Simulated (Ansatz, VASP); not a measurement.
**Eu in VASP and in Ansatz**

File INCAR:

```
PREC = Accurate
ENCUT = 520
EDIFF = 1E-7
ISMEAR = -1
SIGMA = 0.08
LREAL = F
LASPH = T
NELM = 150
ALGO = Normal
ISIF = 2
LWAVE = F
LCHARG = F
ISPIN = 2
MAGMOM = 7
LORBIT = 11
LMAXMIX = 6
LDAU = T
LDAUTYPE = 2
LDAUL = 3
LDAUU = 6
LDAUJ = 0
LDAUPRINT = 1
GGA = PE
NBANDS = 18
```

File KPOINTS:

```
regular mesh
0
Gamma
  9 9 9
```

POSCAR

```
Eu
1.0
    0.0000000000      2.7893026914      2.7893026914
    2.7893026914      0.0000000000      2.7893026914
    2.7893026914      2.7893026914      0.0000000000
Eu
1
Direct
    0.0000000000      0.0000000000      0.0000000000
```

Input for Ansatz:

```yaml
crystal:
  lattice:
    - [0.0, 2.7893026914, 2.7893026914]
    - [2.7893026914, 0.0, 2.7893026914]
    - [2.7893026914, 2.7893026914, 0.0]
  atoms:
    - { symbol: Eu, position: [0.0, 0.0, 0.0], spin: 7.0 }
magnetization:
  spin_polarized: true
kpoints:
  mp_grid: { grid: [9, 9, 9] }
scf:
  occupations: { method: fermi_dirac, width: 0.08 }
  lower_state_search: standard
hamiltonian:
  xc: pbe
  pseudopotentials: { kind: paw }
  hubbard: { sites: [{ species: Eu, l: f, u_eff: 6 }] }
output:
  forces: true
  stress: true
  eigenvalues: true
  hubbard: { sites: [{ species: Eu, l: f }] }
  populations: true
  write_density: true
  write_potential: true
  elf: true
  volumetric_format: npy
```

Alike in both runs: task single point; functional PBE; k mesh 9 × 9 × 9; occupations fermi-dirac, width 0.08 eV; collinear spin; Hubbard terms Eu f U = 6.0 eV.

|  | VASP | Ansatz |
| --- | --- | --- |
| version | VASP 6.6.1 | Ansatz 0.2.0 |
| potentials or method | VASP PAW PBE potentials, release 64 (Eu) | PAW with Ansatz's default frozen-core files, scalar-relativistic |
| plane-wave cutoff (eV) | 520 | 420 |
| valence electrons in the cell | 17 | 17 |

VASP gave:

```
pressure (GPa)                                                : 1.5
net moment per atom (μB)                                      : 7.43
size of the moment on the site where the two differ most (μB) : 6.83
```

Q: Which values does Ansatz return?

A: Pressure (GPa): 1.3; net moment per atom (μB): 7.51; size of the moment on the site where the two differ most (μB): 7.24.

Site moments also hang on the region over which each program counts them. The programs project onto different local orbitals, so the same U acts differently, and such runs can settle in different states. Ansatz's warnings: filled band counts differ across k points.

Neither program's run includes spin-orbit coupling.
